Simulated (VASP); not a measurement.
# In (Fd-3m) in VASP: notebook, part 2 of 2

VASP 6.6.1. The steps go on from the part before.

### Step 3. Single point, RPBE (38.91 Å³/atom)

This run uses another cell than the first one, of 38.91 Å³/atom.

Contents of INCAR:

```
PREC     = Accurate       # precision mode
ENCUT    = 520            # plane-wave cutoff, eV
EDIFF    = 1E-7           # SCF threshold, eV
ISMEAR   = -1             # smearing method
SIGMA    = 0.1            # smearing width, eV
LREAL    = False          # projectors in reciprocal space
LASPH    = True           # aspherical terms in the spheres
NELM     = 60             # most SCF steps
ALGO     = Normal         # electronic algorithm
ISIF     = 2              # what is computed and relaxed
LWAVE    = False          # write WAVECAR
LCHARG   = False          # write CHGCAR
GGA      = RP             # functional
NBANDS   = 20             # bands
```

Contents of KPOINTS:

```
Automatic mesh
0
Gamma
  9 9 9
```

Contents of POSCAR:

```
In
1.0
    0.0000000000      3.3886928306      3.3886928306
    3.3886928306      0.0000000000      3.3886928306
    3.3886928306      3.3886928306      0.0000000000
In
2
Direct
    0.1250000000      0.1250000000      0.1250000000
    0.8750000000      0.8750000000      0.8750000000
```

Potentials or basis: VASP PAW PBE potentials, release 64 (In_d).

Command:

```console
> cat potpaw_PBE.64/In_d/POTCAR > POTCAR
> mpirun -np 1 vasp_std > vasp.out
```

OUTCAR:

```text
PREC = Accurate
   ENCUT = 520
   EDIFF = 1E-7
   ISMEAR = -1
   LREAL = False
   LASPH = True
   NELM = 60
   ISIF = 2
   GGA = RP

 ion  position               nearest neighbor table
   1  0.125  0.125  0.125-   2 2.93   2 2.93   2 2.93   2 2.93
   2  0.875  0.875  0.875-   1 2.93   1 2.93   1 2.93   1 2.93

  LATTYP: Found a face centered cubic cell.
 ALAT       =     6.7773856612

  Lattice vectors:

 A1 = (   0.0000000000,   3.3886928306,   3.3886928306)
 A2 = (   3.3886928306,   0.0000000000,   3.3886928306)
 A3 = (   3.3886928306,   3.3886928306,   0.0000000000)

Analysis of symmetry for initial positions (statically):
=====================================================================
 Subroutine PRICEL returns:
 Original cell was already a primitive cell.

 Routine SETGRP: Setting up the symmetry group for a
 face centered cubic supercell.

 Subroutine GETGRP returns: Found 48 space group operations
 (whereof 12 operations were pure point group operations)
 out of a pool of 48 trial point group operations.

The static configuration has the point symmetry D_3d.
 The point group associated with its full space group is O_h .

Analysis of symmetry for dynamics (positions and initial velocities):
=====================================================================
 Subroutine PRICEL returns:
 Original cell was already a primitive cell.

 Routine SETGRP: Setting up the symmetry group for a
 face centered cubic supercell.

 Subroutine GETGRP returns: Found 48 space group operations
 (whereof 12 operations were pure point group operations)
 out of a pool of 48 trial point group operations.

The dynamic configuration has the point symmetry D_3d.
 The point group associated with its full space group is O_h .

 Subroutine INISYM returns: Found 48 space group operations
[... 108 lines left out ...]
   NELECT =      26.0000    total number of electrons
   NUPDOWN=      -1.0000    fix difference up-down
   EMIN   =  10.00;   EMAX   =-10.00  energy-range for DOS
   EFERMI =   0.00;   METHOD = LEGACY
   ISMEAR =    -1;   SIGMA  =   0.10  broadening in eV -4-tet -1-fermi 0-gaus
   EFERMI_NEDOS =   21; number of points for ismear=-14 and -15
   IALGO  =     38    algorithm
   IMIX   =      4    mixing-type and parameters
     AMIX     =   0.40;   BMIX     =  1.00
     AMIX_MAG =   1.60;   BMIX_MAG =  1.00
  volume/ion in A,a.u.               =      38.91       262.60
  Fermi-wavevector in a.u.,A,eV,Ry     =   1.135944  2.146624 17.556546  1.290370
  Thomas-Fermi vector in A             =   2.272649
   LORBIT       =      0    0 simple, 1 ext, 2 COOP (PROOUT), +10 PAW based schemes
   GGA     = RP    functional components
   LHFCALC =     F    Hartree Fock is set to
   AEXX    =    0.0000 exact exchange contribution
   IVDW    =     0    specifies the selected vdW correction
   LEPSILON=     F    determine dielectric tensor
   LRPA    =     F    only Hartree local field effects (RPA)
 non-spin polarized calculation
  energy-cutoff  :      520.00
  volume of cell :       77.83
 maximum number of plane-waves:      2122
   NGX = 17   NGY = 17   NGZ = 17

 number of electron      25.9999985 magnetization

 Free energy of the ion-electron system (eV)
  ---------------------------------------------------
  ext. energy  EPLUGINS =         0.00000000
  ---------------------------------------------------
  free energy    TOTEN  =        -3.80123776 eV

  energy without entropy =       -3.74182857  energy(sigma->0) =       -3.77153317

 E-fermi :   3.6229     XC(G=0):  -8.0524

 val. band max:        3.6056221818   @ k =   0.3333   0.3333   0.0000
 cond. band min:       3.6339595422   @ k =  -0.4444   0.1111   0.0000
 fundamental gap:      0.0283373604
 Fermi energy:         3.6229423317

 k-point     1 :       0.0000    0.0000    0.0000
  band No.  band energies     occupation
      1     -11.0438      2.00000
      2     -11.0438      2.00000
      3     -11.0438      2.00000
      4     -10.9860      2.00000
      5     -10.9860      2.00000
      6     -10.6205      2.00000
[... 541 lines left out ...]
     19      13.3697      0.00000
     20      14.5786      0.00000

 [... further k-points ...]

------------------------ aborting loop because EDIFF is reached ----------------------------------------

  FORCE on cell =-STRESS in cart. coord.  units (eV):
  Direction    XX          YY          ZZ          XY          YZ          ZX
  --------------------------------------------------------------------------------------
  -------------------------------------------------------------------------------------
  Total        0.3553891      0.3553891      0.3553891      0.0000000     -0.0000000      0.0000000
  in kB        7.3162430      7.3162430      7.3162430      0.0000000     -0.0000000      0.0000000
  external PRESSURE =       7.3162430 kB  Pullay stress =       0.0000000 kB

 VOLUME and BASIS-vectors are now :
 -----------------------------------------------------------------------------
  energy-cutoff  :      520.00
  volume of cell :       77.83
      direct lattice vectors                 reciprocal lattice vectors
     0.000000000  3.388692831  3.388692831    -0.147549520  0.147549520  0.147549520
     3.388692831  0.000000000  3.388692831     0.147549520 -0.147549520  0.147549520
     3.388692831  3.388692831  0.000000000     0.147549520  0.147549520 -0.147549520

 POSITION                                       TOTAL-FORCE (eV/Angst)
 -----------------------------------------------------------------------------------
      0.84717      0.84717      0.84717         0.000000      0.000000      0.000000
      5.93021      5.93021      5.93021        -0.000000     -0.000000     -0.000000
 -----------------------------------------------------------------------------------
    total drift:                                0.000000      0.000000      0.000000

  FREE ENERGIE OF THE ION-ELECTRON SYSTEM (eV)
  ---------------------------------------------------
  free  energy   TOTEN  =        -3.8012377639 eV

  energy  without entropy=       -3.7418285693  energy(sigma->0) =       -3.77153317
```

stdout:

```text
POSCAR found type information on POSCAR In
 POSCAR found :  1 types and       2 ions
 scaLAPACK will be used
 -----------------------------------------------------------------------------
|                                                                             |
|                                                                             |
|     You enforced a specific xc type in the INCAR file but a different       |
|     I HOPE YOU KNOW WHAT YOU ARE DOING!                                     |
|                                                                             |
 -----------------------------------------------------------------------------

 LDA part: xc-table for (Slater+PW92), standard interpolation
 POSCAR, INCAR and KPOINTS ok, starting setup
 FFT: planning ... GRIDC
 FFT: planning ... GRID_SOFT
 FFT: planning ... GRID
 WAVECAR not read
 entering main loop
```

Run time: 21 s. Hardware: 1 thread of Intel Xeon 6975P-C (Granite Rapids), shared host; peak memory 0.21 GiB.

Results:

```yaml
Free_energy: -3.8012 eV
Pressure: 0.7 GPa
Band_gap_on_the_k_mesh: zero (bands 13 and 14 overlap by 2.89 eV)
```

Levels at points of the mesh, in eV from the Fermi level:
| k point | band 9 | band 10 | band 11 | band 12 | band 13 | band 14 | band 15 | band 16 | band 17 | band 18 |
| --- | --- | --- | --- | --- | --- | --- | --- | --- | --- | --- |
| (0.00, 0.00, 0.00) | -14.21 | -14.21 | -7.74 | 1.80 | 2.17 | 2.17 | 2.17 | 3.85 | 3.85 | 3.85 |

Caveat: the PAW data sets were made with another functional, which shifts forces and pressure a little; spin-orbit coupling is left out, which moves the levels of the heavy elements.
